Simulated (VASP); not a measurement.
# Si2W (P1) in VASP: single point with PBE

Aim: the single point of Si2W with PBE.

Program: VASP 6.6.1. These are calculated values, not measurements. Logs are shortened: lines on timing, memory, paths and dates and some standing lists are left out, and cuts for length are marked.

## Step 1: The cell of the first run

The typed cell holds 3 atoms: a = 3.214 Å, b = 3.214 Å, c = 4.527 Å, α = 110.79°, β = 110.79°, γ = 90.00°.

## Step 2: Single point, PBE

INCAR reads:

```
SYSTEM = Si2W
ALGO = Normal
EDIFF = 1E-6
ENCUT = 520
GGA = PE
ISIF = 2
ISMEAR = 0
LASPH = .True.
LCHARG = .False.
LREAL = .False.
LWAVE = .False.
NBANDS = 18
NELM = 60
PREC = Accurate
SIGMA = 0.05
```

KPOINTS reads:

```
k-points
0
Gamma
  12 12 12
  0 0 0
```

POSCAR reads:

```
Si2W
1.0
    3.2138000000      0.0000000000      0.0000000000
    0.0000000000      3.2138000000      0.0000000000
   -1.6069000000     -1.6069000000      3.9149500000
Si W
2 1
Direct
    0.3347000000      0.3347000000      0.6694000000
    0.6608521964      0.6490596462      0.3278911170
    0.0000000000      0.0000000000      0.0000000000
```

Potentials or basis: VASP PAW PBE potentials, release 64 (Si, W_sv).

Started as:

```
> cat potpaw_PBE.64/Si/POTCAR potpaw_PBE.64/W_sv/POTCAR > POTCAR
> mpirun -np 1 vasp_std > vasp.out
```

OUTCAR:

```text
SYSTEM = Si2W
   EDIFF = 1E-6
   ENCUT = 520
   GGA = PE
   ISIF = 2
   ISMEAR = 0
   LASPH = .True.
   LREAL = .False.
   NELM = 60
   PREC = Accurate

 ion  position               nearest neighbor table
   1  0.335  0.335  0.669-   2 2.58   2 2.60   2 2.61   3 2.62   3 2.62   3 2.62   3 2.62   3 2.62
                             2 2.66   2 2.67
   2  0.661  0.649  0.328-   3 2.57   1 2.58   3 2.59   1 2.60   1 2.61   3 2.63   3 2.63   3 2.65
                             1 2.66   1 2.67
   3  0.000  0.000  0.000-   2 2.57   2 2.59   1 2.62   1 2.62   1 2.62   1 2.62   1 2.62   2 2.63
                             2 2.63   2 2.65

  LATTYP: Found a body centered tetragonal cell.
 ALAT       =     3.2138000000
 C/A-ratio  =     2.4363370465

  Lattice vectors:

 A1 = (   1.6069000000,  -1.6069000000,  -3.9149500000)
 A2 = (  -1.6069000000,   1.6069000000,  -3.9149500000)
 A3 = (   1.6069000000,   1.6069000000,   3.9149500000)

Analysis of symmetry for initial positions (statically):
=====================================================================
 Subroutine PRICEL returns:
 Original cell was already a primitive cell.

 Routine SETGRP: Setting up the symmetry group for a
 body centered tetragonal supercell.

 Subroutine GETGRP returns: Found  1 space group operations
 (whereof  1 operations were pure point group operations)
 out of a pool of 16 trial point group operations.

The static configuration has the point symmetry C_1 .

Analysis of symmetry for dynamics (positions and initial velocities):
=====================================================================
 Subroutine PRICEL returns:
 Original cell was already a primitive cell.

 Routine SETGRP: Setting up the symmetry group for a
 body centered tetragonal supercell.

 Subroutine GETGRP returns: Found  1 space group operations
 (whereof  1 operations were pure point group operations)
 out of a pool of 16 trial point group operations.

The dynamic configuration has the point symmetry C_1 .

 Subroutine INISYM returns: Found  1 space group operations
 (whereof  1 operations are pure point group operations),
 and found     1 'primitive' translations

----------------------------------------------------------------------------------------

                                     Primitive cell

  volume of cell :      40.4356

  direct lattice vectors                    reciprocal lattice vectors
     3.213800000  0.000000000  0.000000000     0.311158131  0.000000000  0.127715552
     0.000000000  3.213800000  0.000000000     0.000000000  0.311158131  0.127715552
    -1.606900000 -1.606900000  3.914950000     0.000000000  0.000000000  0.255431104

  length of vectors
     3.213800000  3.213800000  4.526708376     0.336348992  0.336348992  0.255431104

  position of ions in fractional coordinates (direct lattice)
     0.334700000  0.334700000  0.669400000
     0.660852196  0.649059646  0.327891117
     0.000000000  0.000000000  0.000000000

  ion indices of the primitive-cell ions
   primitive index   ion index
                 1           1
                 2           2
                 3           3

----------------------------------------------------------------------------------------

 KPOINTS: k-points

Automatic generation of k-mesh.
 Grid dimensions read from file:
 generate k-points for:   12   12   12

 Generating k-lattice:

  Cartesian coordinates                     Fractional coordinates (reciprocal lattice)
     0.025929844  0.000000000  0.010642963     0.083333333  0.000000000  0.000000000
     0.000000000  0.025929844  0.010642963     0.000000000  0.083333333  0.000000000
     0.000000000  0.000000000  0.021285925     0.000000000  0.000000000  0.083333333

  Length of vectors
     0.028029083  0.028029083  0.021285925

  Shift w.r.t. Gamma in fractional coordinates (k-lattice)
     0.000000000  0.000000000  0.000000000

 Subroutine IBZKPT returns following result:
 ===========================================

 Found    868 irreducible k-points:

 Following reciprocal coordinates:
            Coordinates               Weight
  0.000000  0.000000  0.000000      1.000000
  0.083333  0.000000  0.000000      2.000000
  0.000000 -0.083333  0.083333      2.000000
 -0.083333  0.000000  0.083333      2.000000
  0.000000  0.083333  0.000000      2.000000
  0.166667  0.000000 -0.000000      2.000000
[... 16 lines left out ...]
  0.000000  0.500000  0.500000      1.000000
  0.500000  0.000000  0.500000      1.000000
 [... further k-points ...]
   k-points           NKPTS =    868   k-points in BZ     NKDIM =    868   number of bands    NBANDS=     18
   number of dos      NEDOS =    301   number of ions     NIONS =      3
   total plane-waves  NPLWV =  20736
   dimension x,y,z NGX =    24 NGY =   24 NGZ =   36
   dimension x,y,z NGXF=    48 NGYF=   48 NGZF=   72
   ions per type =               2   1
   NGX,Y,Z   is equivalent  to a cutoff of  12.41, 12.41, 13.22 a.u.
   NGXF,Y,Z  is equivalent  to a cutoff of  24.83, 24.83, 26.44 a.u.
 SYSTEM =  Si2W
   PREC   = accura    normal or accurate (medium, high low for compatibility)
   ISTART =      0    job   : 0-new  1-cont  2-samecut
   ICHARG =      2    charge: 1-file 2-atom 10-const
   ISPIN  =      1    spin polarized calculation?
   LNONCOLLINEAR =      F non collinear calculations
   LSORBIT =      F    spin-orbit coupling
   LASPH  =      T    aspherical Exc in radial PAW
   ENCUT  =  520.0 eV  38.22 Ry    6.18 a.u.   5.98  5.98  8.42*2*pi/ulx,y,z
   NELM   =     60;   NELMIN=  2; NELMDL= -5     # of ELM steps
   EDIFF  = 0.1E-05   stopping-criterion for ELM
   LREAL  =      F    real-space projection
   EDIFFG = 0.1E-04   stopping-criterion for IOM
   NSW    =      0    number of steps for IOM
   IBRION =     -1    ionic relax: 0-MD 1-quasi-New 2-CG
   NFREE  =      0    steps in history (QN), initial steepest desc. (CG)
   ISIF   =      2    stress and relaxation
   ISYM   =      2    0-nonsym 1-usesym 2-fastsym
   POTIM  = 0.5000    time-step for ionic-motion
   TEBEG  =    0.0;   TEEND  =   0.0 temperature during run
   PSTRESS=    0.0 pullay stress
   NELECT =      22.0000    total number of electrons
   NUPDOWN=      -1.0000    fix difference up-down
   EMIN   =  10.00;   EMAX   =-10.00  energy-range for DOS
   EFERMI =   0.00;   METHOD = LEGACY
   ISMEAR =     0;   SIGMA  =   0.05  broadening in eV -4-tet -1-fermi 0-gaus
   EFERMI_NEDOS =   21; number of points for ismear=-14 and -15
   IALGO  =     38    algorithm
   IMIX   =      4    mixing-type and parameters
     AMIX     =   0.40;   BMIX     =  1.00
     AMIX_MAG =   1.60;   BMIX_MAG =  1.00
  volume/ion in A,a.u.               =      13.48        90.96
  Fermi-wavevector in a.u.,A,eV,Ry     =   1.336476  2.525573 24.302284  1.786167
  Thomas-Fermi vector in A             =   2.465099
   LORBIT       =      0    0 simple, 1 ext, 2 COOP (PROOUT), +10 PAW based schemes
   GGA     = PE    functional components
   LHFCALC =     F    Hartree Fock is set to
   AEXX    =    0.0000 exact exchange contribution
   IVDW    =     0    specifies the selected vdW correction
   LEPSILON=     F    determine dielectric tensor
   LRPA    =     F    only Hartree local field effects (RPA)
 non-spin polarized calculation
 Gauss-broadening in eV      SIGMA  =   0.05
  energy-cutoff  :      520.00
  volume of cell :       40.44
 maximum number of plane-waves:      1118
   NGX = 11   NGY = 11   NGZ = 17

 number of electron      22.0000000 magnetization

 Free energy of the ion-electron system (eV)
  ---------------------------------------------------
  ext. energy  EPLUGINS =         0.00000000
  ---------------------------------------------------
  free energy    TOTEN  =       -24.79641089 eV

  energy without entropy =      -24.79607242  energy(sigma->0) =      -24.79624166

 E-fermi :  11.9907     XC(G=0): -12.5275

 val. band max:       11.9898750737   @ k =   0.0833  -0.0833   0.4167
 cond. band min:      12.0032351872   @ k =  -0.0833   0.0833   0.4167
 fundamental gap:      0.0133601135
 Fermi energy:        11.9906598790

 k-point     1 :       0.0000    0.0000    0.0000
  band No.  band energies     occupation
      1     -61.8932      2.00000
      2     -26.1555      2.00000
      3     -26.1394      2.00000
      4     -26.1311      2.00000
      5      -2.1142      2.00000
      6       5.0854      2.00000
[... 10 lines left out ...]
     17      17.6759      0.00000
     18      17.6919      0.00000

 k-point     2 :       0.0833    0.0000    0.0000
  band No.  band energies     occupation
      1     -61.8927      2.00000
      2     -26.1565      2.00000
      3     -26.1520      2.00000
      4     -26.1299      2.00000
      5      -1.9812      2.00000
      6       5.0960      2.00000
[... 10 lines left out ...]
     17      17.7056      0.00000
     18      18.1444      0.00000

 k-point     3 :       0.0000   -0.0833    0.0833
  band No.  band energies     occupation
      1     -61.8927      2.00000
      2     -26.1615      2.00000
      3     -26.1403      2.00000
      4     -26.1366      2.00000
      5      -1.9818      2.00000
      6       5.0894      2.00000
[... 10 lines left out ...]
     17      17.6889      0.00000
     18      18.1855      0.00000

 k-point     4 :      -0.0833    0.0000    0.0833
  band No.  band energies     occupation
      1     -61.8927      2.00000
      2     -26.1560      2.00000
      3     -26.1524      2.00000
      4     -26.1300      2.00000
      5      -1.9814      2.00000
      6       5.0938      2.00000
[... 10 lines left out ...]
     17      17.7057      0.00000
     18      18.1543      0.00000

 k-point     5 :       0.0000    0.0833    0.0000
  band No.  band energies     occupation
      1     -61.8927      2.00000
      2     -26.1621      2.00000
      3     -26.1400      2.00000
      4     -26.1364      2.00000
      5      -1.9810      2.00000
      6       5.1001      2.00000
[... 10 lines left out ...]
     17      17.6883      0.00000
     18      18.1381      0.00000

 k-point     6 :       0.1667    0.0000   -0.0000
  band No.  band energies     occupation
      1     -61.8913      2.00000
      2     -26.1949      2.00000
      3     -26.1506      2.00000
      4     -26.1265      2.00000
      5      -1.5889      2.00000
      6       5.0744      2.00000
[... 10 lines left out ...]
     17      18.0078      0.00000
     18      19.2084      0.00000

 k-point     7 :       0.0000   -0.1667    0.1667
  band No.  band energies     occupation
      1     -61.8913      2.00000
      2     -26.1957      2.00000
      3     -26.1424      2.00000
      4     -26.1338      2.00000
      5      -1.5913      2.00000
      6       5.0469      2.00000
[... 10 lines left out ...]
     17      17.9697      0.00000
     18      19.2522      0.00000

 k-point     8 :      -0.1667    0.0000    0.1667
  band No.  band energies     occupation
      1     -61.8913      2.00000
      2     -26.1947      2.00000
      3     -26.1508      2.00000
      4     -26.1265      2.00000
      5      -1.5896      2.00000
      6       5.0649      2.00000
[... 10 lines left out ...]
     17      18.0014      0.00000
     18      19.2208      0.00000
[... 229 lines left out ...]
     17      18.7198      0.00000
     18      19.2353      0.00000

 k-point    20 :      -0.4167    0.0000    0.4167
  band No.  band energies     occupation
      1     -61.8861      2.00000
      2     -26.3424      2.00000
      3     -26.1387      2.00000
      4     -26.1135      2.00000
      5       0.8832      2.00000
      6       3.1115      2.00000
[... 10 lines left out ...]
     17      18.7754      0.00000
     18      19.2900      0.00000

 k-point    21 :       0.0000    0.4167   -0.0000
  band No.  band energies     occupation
      1     -61.8861      2.00000
      2     -26.3426      2.00000
      3     -26.1319      2.00000
      4     -26.1203      2.00000
      5       0.9026      2.00000
      6       3.1491      2.00000
[... 10 lines left out ...]
     17      18.9304      0.00000
     18      19.2513      0.00000

 k-point    22 :       0.5000    0.0000   -0.0000
  band No.  band energies     occupation
      1     -61.8856      2.00000
      2     -26.3569      2.00000
      3     -26.1374      2.00000
      4     -26.1122      2.00000
      5       1.9363      2.00000
      6       2.0679      2.00000
[... 10 lines left out ...]
     17      18.3562      0.00000
     18      18.8198      0.00000

 k-point    23 :       0.0000    0.5000    0.5000
  band No.  band energies     occupation
      1     -61.8856      2.00000
      2     -26.3560      2.00000
      3     -26.1313      2.00000
      4     -26.1189      2.00000
      5       1.7929      2.00000
      6       2.1634      2.00000
[... 10 lines left out ...]
     17      18.4029      0.00000
     18      18.5899      0.00000

 k-point    24 :       0.5000    0.0000    0.5000
  band No.  band energies     occupation
      1     -61.8856      2.00000
      2     -26.3567      2.00000
      3     -26.1375      2.00000
      4     -26.1122      2.00000
      5       1.8867      2.00000
      6       2.1003      2.00000
[... 10 lines left out ...]
     17      18.3383      0.00000
     18      18.7808      0.00000

 [... further k-points ...]

------------------------ aborting loop because EDIFF is reached ----------------------------------------

  FORCE on cell =-STRESS in cart. coord.  units (eV):
  Direction    XX          YY          ZZ          XY          YZ          ZX
  --------------------------------------------------------------------------------------
  -------------------------------------------------------------------------------------
  Total        0.8801112      0.8499708      0.9955258      0.0187143      0.0947735      0.0204049
  in kB       34.8725897     33.6783416     39.4456558      0.7415144      3.7552055      0.8085003
  external PRESSURE =      35.9988624 kB  Pullay stress =       0.0000000 kB

 VOLUME and BASIS-vectors are now :
 -----------------------------------------------------------------------------
  energy-cutoff  :      520.00
  volume of cell :       40.44
      direct lattice vectors                 reciprocal lattice vectors
     3.213800000  0.000000000  0.000000000     0.311158131  0.000000000  0.127715552
     0.000000000  3.213800000  0.000000000     0.000000000  0.311158131  0.127715552
    -1.606900000 -1.606900000  3.914950000     0.000000000  0.000000000  0.255431104

 POSITION                                       TOTAL-FORCE (eV/Angst)
 -----------------------------------------------------------------------------------
     -0.00000     -0.00000      2.62067        -0.031171     -0.148241     -0.143962
      1.59696      1.55906      1.28368         0.087115      0.414574      0.242975
      0.00000      0.00000      0.00000        -0.055943     -0.266333     -0.099013
 -----------------------------------------------------------------------------------
    total drift:                               -0.000001     -0.000009      0.000000

  FREE ENERGIE OF THE ION-ELECTRON SYSTEM (eV)
  ---------------------------------------------------
  free  energy   TOTEN  =       -24.7964108944 eV

  energy  without entropy=      -24.7960724182  energy(sigma->0) =      -24.79624166
```

It took 6.9 min on 1 thread of Intel Xeon 8259CL, shared host; peak memory 0.65 GiB.

Results:

| Quantity | Value |
| --- | --- |
| Free energy | -24.7964 eV |
| Pressure | 3.6 GPa |
| Largest force | 0.488 eV/Å |
| Band gap on the k mesh | zero (bands 11 and 12 overlap by 1.24 eV) |

Forces in eV/Å, atoms in the order of the input:
```
Si  -0.031 -0.148 -0.144
Si   0.087  0.415  0.243
W   -0.056 -0.266 -0.099
```

Stress tensor (GPa, compression positive):
```
3.49 0.07 0.08
0.07 3.37 0.38
0.08 0.38 3.94
```

Levels at points of the mesh, in eV from the Fermi level:
| k point | band 7 | band 8 | band 9 | band 10 | band 11 | band 12 | band 13 | band 14 | band 15 | band 16 |
| --- | --- | --- | --- | --- | --- | --- | --- | --- | --- | --- |
| (0.00, 0.00, 0.00) | -3.77 | -3.38 | -2.86 | -2.85 | 0.56 | 2.69 | 2.89 | 3.01 | 3.07 | 4.60 |
| (0.50, 0.00, 0.00) | -5.81 | -4.91 | -2.86 | -2.77 | -0.46 | 2.66 | 2.75 | 3.87 | 4.40 | 5.08 |
| (0.00, 0.50, 0.50) | -5.74 | -4.87 | -2.90 | -2.77 | -0.46 | 2.67 | 2.96 | 3.91 | 4.35 | 4.98 |
| (0.50, 0.00, 0.50) | -5.78 | -4.90 | -2.87 | -2.77 | -0.46 | 2.66 | 2.82 | 3.89 | 4.39 | 5.04 |
| (0.00, 0.50, 0.00) | -5.86 | -4.93 | -2.82 | -2.79 | -0.47 | 2.61 | 2.67 | 3.83 | 4.44 | 5.17 |
| (0.50, 0.50, 0.00) | -6.03 | -5.49 | -5.02 | -3.29 | -1.83 | 2.79 | 2.94 | 3.10 | 3.90 | 4.27 |
| (0.50, 0.50, 0.50) | -6.06 | -5.47 | -5.03 | -3.29 | -1.83 | 2.79 | 2.94 | 3.09 | 3.90 | 4.27 |
| (0.00, 0.00, 0.50) | -3.89 | -2.58 | -0.86 | -0.85 | -0.54 | -0.53 | 0.74 | 4.49 | 4.83 | 6.16 |

Caveat: the cell stands under pressure; spin-orbit coupling is left out, which moves the levels of the heavy elements.
